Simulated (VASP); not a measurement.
Wanted: the native input for a VASP 6.6.1 run.

| Property | Result |
| --- | --- |
| Task | single point |
| Functional | PBEsol |
| Potentials or basis | VASP PAW PBE potentials, release 64 (C) |
| Cutoff | 520 eV |
| k mesh | 14 × 14 × 8 |
| Occupations | methfessel-paxton, width 0.1 eV |
| Spin | no spin polarisation |
| Dipole correction | no |
| Further INCAR settings | ALGO = Normal; EDIFF = 1e-07; NBANDS = 11 |

The structure of C lies in POSCAR:

```
C
1.0
    2.0690076618     -1.1946133486      0.0000000000
    2.0690076618      1.1946133486      0.0000000000
   -1.3412680726      0.0000000000      3.4068133181
C
2
Direct
    0.8333560000      0.8333560000      0.0000930000
    0.1666440000      0.1666440000      0.9999070000
```

These files were run (other wordings do the same):

INCAR

```
ALGO     = Normal         # electronic algorithm
EDIFF    = 1E-7           # SCF threshold, eV
ENCUT    = 520            # plane-wave cutoff, eV
GGA      = PS             # functional
ISIF     = 2              # what is computed and relaxed
ISMEAR   = 1              # smearing method
LASPH    = T              # aspherical terms in the spheres
LCHARG   = F              # write CHGCAR
LREAL    = F              # projectors in reciprocal space
LWAVE    = F              # write WAVECAR
NBANDS   = 11             # bands
NELM     = 60             # most SCF steps
PREC     = Accurate       # precision mode
SIGMA    = 0.1            # smearing width, eV
```

KPOINTS

```
k-points
0
Gamma
  14 14 8
```

Potentials or basis: VASP PAW PBE potentials, release 64 (C).

Command:

```bash
$ cat potpaw_PBE.64/C/POTCAR > POTCAR
$ mpirun -np 1 vasp_std > vasp.out
```

Results of the run:

| Quantity | Value |
| --- | --- |
| Pressure | 27.9 GPa |
| Largest force | 0.004 eV/Å |
| Band gap on the k mesh | 0.81 eV, indirect (least direct gap 0.83 eV) |

Caveat: the PAW data sets were made with another functional, which shifts forces and pressure a little; this functional lacks dispersion, which binds the layers, so the pressure and a relaxed spacing across them are unreliable.

Wall time 44 s on 1 thread of Intel(R) Xeon(R) Platinum 8375C CPU @ 2.90GHz (Ice Lake), with other jobs on the host, peak memory 0.17 GiB.
